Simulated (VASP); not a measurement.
Here is a VASP 6.6.1 calculation.

File INCAR:

```
ALGO = Normal ; EDIFF = 1E-6
ENCUT = 520 ; ISIF = 2
ISMEAR = 0 ; LASPH = True
LCHARG = False ; LREAL = False
LWAVE = False ; NBANDS = 11
NELM = 60 ; PREC = Accurate
SIGMA = 0.05
```

Contents of KPOINTS:

```
k-points
0
Gamma
  10 10 10
```

File POSCAR:

```
Si
1.0
    0.0000000000      2.8666325898      2.4366377013
    2.8666325898      0.0000000000      2.4366377013
    2.8666325898      2.8666325898      0.0000000000
Si
2
Direct
    0.5000000000      0.5000000000      0.5000000000
    0.7500000000      0.7500000000      0.7500000000
```

Potentials or basis: VASP PAW LDA potentials, release 64 (Si).

Command:

```sh
$ cat potpaw_LDA.64/Si/POTCAR > POTCAR
$ mpirun -np 1 vasp_std > vasp.out
```

**Question.** Estimate the band gap on the k mesh.

**Answer.** Zero (band 4 reaches 6.44 eV, above the bottom of band 5 at 5.33 eV).

**Question.** Estimate the pressure.

**Answer.** -2.6 GPa.

Stress tensor (GPa, compression positive):
```
-5.93  0.00  0.00
 0.00 -5.93  0.00
 0.00  0.00  4.09
```
